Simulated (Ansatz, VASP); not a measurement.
**One calculation of Pt, two programs**

The input INCAR:

```
  PREC = Accurate
  ENCUT = 520
  EDIFF = 1E-6
  ISMEAR = 1
  SIGMA = 0.21
  LREAL = F
  LASPH = T
  NELM = 100
  ALGO = Normal
  ISIF = 2
  LWAVE = F
  LCHARG = F
  GGA = PE
  NBANDS = 11
```

File KPOINTS:

```
Automatic mesh
0
Gamma
  15 15 15
```

Contents of POSCAR:

```
Pt
1.0
    0.0000000000      1.9785200000      1.9785200000
    1.9785200000      0.0000000000      1.9785200000
    1.9785200000      1.9785200000      0.0000000000
Pt
1
Direct
    0.0000000000      0.0000000000      0.0000000000
```

Input for Ansatz:

```yaml
crystal:
  lattice:
    - [0.0, 1.97852, 1.97852]
    - [1.97852, 0.0, 1.97852]
    - [1.97852, 1.97852, 0.0]
  atoms:
    - { symbol: Pt, position: [0.0, 0.0, 0.0] }
  symmetry: { tolerance: 0.0003 }
kpoints:
  mp_grid: { grid: [15, 15, 15], shift: [0, 0, 0] }
  band_path:
    path:
      - [0.0, 0.0, 0.0]
      - [0.5, 0.0, 0.5]
      - [0.625, 0.25, 0.625]
      - [0.375, 0.375, 0.75]
      - [0.0, 0.0, 0.0]
      - [0.5, 0.5, 0.5]
      - [0.5, 0.25, 0.75]
      - [0.5, 0.0, 0.5]
    npoints: 8
magnetization:
  spin_polarized: false
scf:
  occupations: { method: cold, width: 0.21 }
  lower_state_search: "off"
  max_iter: 200
hamiltonian:
  pseudopotentials: { kind: paw }
  xc: pbe
basis:
  ecutwfc: 420
  fft_grid_basis: typed
output:
  forces: true
  stress: true
  eigenvalues: true
  bader: true
  populations: true
  elf: true
  write_potential: true
  volumetric_format: npy
  dos:
    e_range: [-12, 8]
    de: 0.05
    projected: { site_lists: { Pt: [Pt] } }
checkpoint:
  read: saved_state
```

Alike in both runs: task single point; functional PBE; k mesh 15 × 15 × 15; no spin polarisation.

|  | VASP | Ansatz |
| --- | --- | --- |
| version | VASP 6.6.1 | Ansatz 0.2.0 |
| potentials or method | VASP PAW PBE potentials, release 64 (Pt), cutoff 520 eV | PAW plane waves |
| occupations | methfessel-paxton of order 1, width 0.21 eV | cold, width 0.21 eV |
| valence electrons in the cell | 10 | 18 |

Ansatz gave:

```
pressure (GPa) : 2.5
```

Question: What did VASP give for the same quantities?

Answer: Pressure (GPa): 2.0.

VASP's potentials hold 10 valence electrons a cell and Ansatz's 18, so a difference there can come from the potentials and not from the codes.

Neither program's run includes spin-orbit coupling.
